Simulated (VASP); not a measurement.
Set up this calculation in VASP 6.6.1, as the native input.

* Task: single point
* Functional: PBE
* Dispersion: D3(BJ)
* Potentials or basis: VASP PAW PBE potentials, release 64 (Si, N, O, H)
* Cutoff: 520 eV
* k mesh: 3 × 2 × 1
* Occupations: gaussian, width 0.05 eV
* Spin: no spin polarisation
* Dipole correction: yes
* Further INCAR settings: LREAL = Auto; ALGO = Normal; EDIFF = 1e-06; NBANDS = 106

The structure of Si3H2N4O lies in POSCAR:

```
Si3H2N4O
1.0
    5.8226178771      0.0000000000      0.0000000000
    0.0000000000      7.6192383024      0.0000000000
    0.0000000000      0.0000000000     28.6709630303
Si N O H
12 16 4 8
Direct
    0.3750000000      0.5290403533      0.3577732296
    0.8750000000      0.5290403533      0.3577732296
    0.1250000000      0.2098373762      0.3978370686
    0.6250000000      0.2098373762      0.3978370686
    0.1250000000      0.8192029770      0.4112040025
    0.6250000000      0.8192029770      0.4112040025
    0.3712337122      0.1806400403      0.4913966530
    0.8714088070      0.1817433150      0.4918607860
    0.3738655936      0.7873476712      0.5048408665
    0.8739971767      0.7878432669      0.5047506102
    0.1241886596      0.4685504657      0.5454981929
    0.6215602221      0.4676302680      0.5448517619
    0.1250000000      0.0000000000      0.3745531305
    0.6250000000      0.0000000000      0.3745531305
    0.1250000000      0.6350876237      0.3753331320
    0.6250000000      0.6350876237      0.3753331320
    0.3750000000      0.3200857023      0.3822108628
    0.8750000000      0.3200857023      0.3822108628
    0.3750000000      0.8150019214      0.4443901108
    0.8750000000      0.8150019214      0.4443901108
    0.1202707015      0.1901469043      0.4582961308
    0.6214774619      0.1906000451      0.4583119181
    0.1232330789      0.6771597943      0.5211109840
    0.6243273671      0.6767715911      0.5211306883
    0.3718717220      0.3612918633      0.5285227346
    0.8726287535      0.3618601369      0.5299126314
    0.3740429993     -0.0027897581      0.5261837635
    0.8736695782     -0.0023904421      0.5263320940
    0.3609698830      0.5168967983      0.2999696901
    0.8608984351      0.5170691950      0.2999632119
    0.1511064105      0.4850865440      0.6028683264
    0.6114522689      0.4825524255      0.6032673699
    0.5111608607      0.5056901186      0.2850367637
    1.0110379084      0.5057050131      0.2850203506
    0.2323118811      0.9851945245      0.3467568367
    0.7319632791      0.9852042044      0.3467046774
    0.3514773416      0.0166312775      0.5609119630
    0.8473834184      0.0156828197      0.5610057761
    0.0375840651      0.5616150751      0.6199241534
    0.4472046253      0.4871250011      0.6131452360
```

These files were run (other wordings do the same):

INCAR

```
SYSTEM = Si3H2N4O
PREC     = Accurate       ! precision mode
ENCUT    = 520            ! plane-wave cutoff, eV
EDIFF    = 1E-6           ! SCF threshold, eV
ISMEAR   = 0              ! smearing method
SIGMA    = 0.05           ! smearing width, eV
LREAL    = Auto         
LASPH    = .True.         ! aspherical terms in the spheres
NELM     = 60             ! most SCF steps
ALGO     = Normal         ! electronic algorithm
ISIF     = 2              ! what is computed and relaxed
LWAVE    = .False.        ! write WAVECAR
LCHARG   = .False.        ! write CHGCAR
LDIPOL   = .True.       
IDIPOL   = 3            
DIPOL    = 0.5 0.5 0.452
GGA      = PE             ! functional
IVDW     = 12             ! dispersion correction
NBANDS   = 106            ! bands
```

KPOINTS

```
Automatic mesh
0
Gamma
  3 2 1
  0 0 0
```

Potentials or basis: VASP PAW PBE potentials, release 64 (Si, N, O, H).

Command:

```sh
$ cat potpaw_PBE.64/Si/POTCAR potpaw_PBE.64/N/POTCAR potpaw_PBE.64/O/POTCAR potpaw_PBE.64/H/POTCAR > POTCAR
$ mpirun -np 1 vasp_std > vasp.out
```

It gave:

```yaml
Largest_force: 1.881 eV/Å
Band_gap_on_the_k_mesh: 3.59 eV, indirect (least direct gap 3.61 eV)
Dispersion_energy_per_atom: -0.144 eV
```

Wall time 23 min on 1 thread of Intel(R) Xeon(R) 6975P-C (Granite Rapids), with other jobs on the host, peak memory 1.4 GiB.
